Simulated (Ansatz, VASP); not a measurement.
## One calculation of C, two programs

```
CELL_PARAMETERS angstrom
1.23277 -2.13415 0.00000
1.23277 2.13415 0.00000
0.00000 0.00000 6.79898
ATOMIC_POSITIONS crystal
C 0.13952 0.94480 0.75000
C 0.58331 0.41669 0.25000
C 0.91669 0.08331 0.25000
C 0.41669 0.58331 0.75000
```

Alike in both runs: task single point; functional PBE; dispersion D3(BJ); k mesh 22 × 22 × 8; occupations gaussian, width 0.15 eV; no spin polarisation.

|  | VASP | Ansatz |
| --- | --- | --- |
| version | VASP 6.6.1 | Ansatz 0.2.0 |
| potentials or method | VASP PAW PBE potentials, release 64 (C), cutoff 520 eV | scalar-relativistic, plane waves, PAW |
| valence electrons in the cell | 16 | 16 |

```csv
,VASP,Ansatz,Ansatz less VASP
gap on the k mesh at the Fermi level (eV),0.35,0.35,0.000
least direct gap on the mesh (eV),0.43,0.43,0.000
pressure (GPa),3.2,2.8,-0.38
"traceless stress, the component that is largest in VASP (GPa)",4.93,4.84,-0.097
rms of the force components (eV/Å),2.242,2.241,-0.0011
```

Atom by atom the forces differ by 0.001 eV/Å (rms over components).
